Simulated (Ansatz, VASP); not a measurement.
# One calculation of CO2, two programs

File INCAR:

```
SYSTEM = CO2
  PREC = Accurate
  ENCUT = 520
  EDIFF = 1E-6
  ISMEAR = 0
  SIGMA = 0.05
  LREAL = .FALSE.
  LASPH = .TRUE.
  NELM = 60
  ALGO = Normal
  ISIF = 2
  LWAVE = .FALSE.
  LCHARG = .FALSE.
  GGA = PE
  NBANDS = 44
```

File KPOINTS:

```
regular mesh
0
G
  4 4 4
  0 0 0
```

File POSCAR:

```
CO2
1.0
    6.1216288543      0.0000000000      0.0000000000
    0.0000000000      6.1216288543      0.0000000000
    0.0000000000      0.0000000000      6.1216288543
C O
4 8
Direct
    0.0000000000      0.0000000000      0.0000000000
    0.5000000000      0.0000000000      0.5000000000
    0.5000000000      0.5000000000      0.0000000000
    0.0000000000      0.5000000000      0.5000000000
    0.1114834447      0.1114834447      0.1114834447
    0.3885165553      0.8885165553      0.6114834447
    0.6114834447      0.3885165553      0.8885165553
    0.8885165553      0.6114834447      0.3885165553
    0.8885165553      0.8885165553      0.8885165553
    0.6114834447      0.1114834447      0.3885165553
    0.3885165553      0.6114834447      0.1114834447
    0.1114834447      0.3885165553      0.6114834447
```

Input for Ansatz:

```yaml
crystal:
  lattice:
    - [6.1216288543, 0.0, 0.0]
    - [0.0, 6.1216288543, 0.0]
    - [0.0, 0.0, 6.1216288543]
  atoms:
    - { symbol: C, position: [0.0, 0.0, 0.0] }
    - { symbol: C, position: [0.5, 0.0, 0.5] }
    - { symbol: C, position: [0.5, 0.5, 0.0] }
    - { symbol: C, position: [0.0, 0.5, 0.5] }
    - { symbol: O, position: [0.1114834447, 0.1114834447, 0.1114834447] }
    - { symbol: O, position: [0.3885165553, 0.8885165553, 0.6114834447] }
    - { symbol: O, position: [0.6114834447, 0.3885165553, 0.8885165553] }
    - { symbol: O, position: [0.8885165553, 0.6114834447, 0.3885165553] }
    - { symbol: O, position: [0.8885165553, 0.8885165553, 0.8885165553] }
    - { symbol: O, position: [0.6114834447, 0.1114834447, 0.3885165553] }
    - { symbol: O, position: [0.3885165553, 0.6114834447, 0.1114834447] }
    - { symbol: O, position: [0.1114834447, 0.3885165553, 0.6114834447] }
basis:
  ecutwfc: 520.0
kpoints:
  mp_grid: { grid: [4, 4, 4] }
hamiltonian:
  xc: pbe
scf:
  occupations: { method: gaussian, width: 0.05 }
output:
  forces: true
  stress: true
  eigenvalues: true
  write_density: true
  write_potential: true
  elf: true
  volumetric_format: npy
```

Alike in both runs: task single point; functional PBE; k mesh 4 × 4 × 4; occupations gaussian, width 0.05 eV; no spin polarisation.

```csv
,VASP,Ansatz
version,VASP 6.6.1,Ansatz 0.2.0
potentials or method,"VASP PAW PBE potentials, release 64 (C, O), cutoff 520 eV","scalar-relativistic, plane waves, PAW"
valence electrons in the cell,64,64
```

Ansatz gave:

| Quantity | Value |
| --- | --- |
| gap on the k mesh at the Fermi level (eV) | 6.54 |
| least direct gap on the mesh (eV) | 6.54 |
| pressure (GPa) | -2.7 |
| rms of the force components (eV/Å) | 0.565 |

Task: Estimate VASP's values.

Result: gap on the k mesh at the Fermi level (eV): 6.52; least direct gap on the mesh (eV): 6.52; pressure (GPa): -1.6; rms of the force components (eV/Å): 0.290.

Atom by atom the forces differ by 0.275 eV/Å (rms over components). One of these differences is far larger than is usual between the two programs; its cause wasn't traced. With one functional, cell and mesh, what is left measures potentials, basis and numerics.

Noted on VASP's run: the standard files for N, O and F lose accuracy on very short bonds.
